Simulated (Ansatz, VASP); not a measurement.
**Hf in VASP and in Ansatz**

```xyz
2
Lattice="3.2048 0.0000 0.0000 -1.6024 2.7754 0.0000 0.0000 0.0000 5.0672" Properties=species:S:1:pos:R:3 pbc="T T T"
Hf    0.0000    0.0000    0.0000
Hf    0.0000    1.8503    2.5336
```

Alike in both runs: functional PBE; k mesh 19 × 19 × 11; no spin polarisation.

Ansatz relaxed the structure, and its values are those at the end. VASP's run is a single point on that final structure, the one shown.

|  | VASP | Ansatz |
| --- | --- | --- |
| version | VASP 6.6.1 | Ansatz 0.2.0 |
| potentials or method | VASP PAW PBE potentials, release 64 (Hf_pv) | plane-wave PAW, scalar-relativistic |
| plane-wave cutoff (eV) | 520 | 420 |
| occupations | methfessel-paxton of order 1, width 0.1 eV | cold, width 0.1 eV |
| valence electrons in the cell | 20 | 52 |

|  | VASP | Ansatz | Ansatz less VASP |
| --- | --- | --- | --- |
| pressure (GPa) | -0.4 | 0.0 | +0.43 |

VASP's potentials hold 20 valence electrons a cell and Ansatz's 52, so a difference there can come from the potentials and not from the codes. Ansatz's warnings: eigensolver not converged.

Spin-orbit coupling is off throughout.
